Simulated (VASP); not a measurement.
Set up this calculation in VASP 6.6.1, as the native input.

- Task: single point
- Functional: PBE
- Potentials or basis: VASP PAW PBE potentials, release 64 (Zr_sv, Bi_d, F)
- Cutoff: 520 eV
- k mesh: 3 × 3 × 3
- Occupations: gaussian, width 0.1 eV
- Spin: collinear spin
- Starting moments: [1.0, 1.0, 1.0, 0.0, 0.0, 0.0, 0.0, 0.0] μB
- Dipole correction: no
- Further INCAR settings: ALGO = Normal; EDIFF = 1e-07; NBANDS = 58

The structure of Zr3Bi2F3 lies in POSCAR:

```
Zr3Bi2F3
1.0
    3.7282718630      2.1525187637      3.2187380254
   -3.7282718630      2.1525187637      3.2187380254
    0.0000000000     -4.3050375274      3.2187380254
Zr Bi F
3 2 3
Direct
    0.1283911401      0.8716088599      0.5000000000
    0.8716088599      0.5000000000      0.1283911401
    0.5000000000      0.1283911401      0.8716088599
    0.6577426022      0.6577426022      0.6577426022
    0.3422573978      0.3422573978      0.3422573978
    0.1976842714      0.8023157286      0.0000000000
    0.8023157286      0.0000000000      0.1976842714
    0.0000000000      0.1976842714      0.8023157286
```

The cell was generated, and may not be a known phase.

One way to write it, as run:

INCAR

```
SYSTEM = Zr3Bi2F3
ALGO = Normal
EDIFF = 1E-7
ENCUT = 520
GGA = PE
ISIF = 2
ISMEAR = 0
ISPIN = 2
LASPH = .TRUE.
LCHARG = .TRUE.
LELF = .TRUE.
LMAXMIX = 4
LORBIT = 11
LREAL = .FALSE.
LVHAR = .TRUE.
LWAVE = .FALSE.
MAGMOM = 1 1 1 0 0 0 0 0
NBANDS = 58
NELM = 150
PREC = Accurate
SIGMA = 0.1
```

KPOINTS

```
k-points
0
G
  3 3 3
  0 0 0
```

Potentials or basis: VASP PAW PBE potentials, release 64 (Zr_sv, Bi_d, F).

Launch:

```sh
$ cat potpaw_PBE.64/Zr_sv/POTCAR potpaw_PBE.64/Bi_d/POTCAR potpaw_PBE.64/F/POTCAR > POTCAR
$ mpirun -np 1 vasp_std > vasp.out
```

Results of the run:

```json
{"Pressure": "-0.3 GPa", "Largest force": "0.011 eV/Å", "Net moment": "0.00 μB per cell", "Valence electrons inside the program's atomic spheres": "Zr 9.65; Bi 13.11; F 6.05"}
```

Caveat: the k points lie up to 0.39 Å⁻¹ apart.

It took 2.6 min on 1 thread of Intel(R) Xeon(R) Platinum 8488C (Sapphire Rapids), with other jobs on the host, peak memory 0.33 GiB.
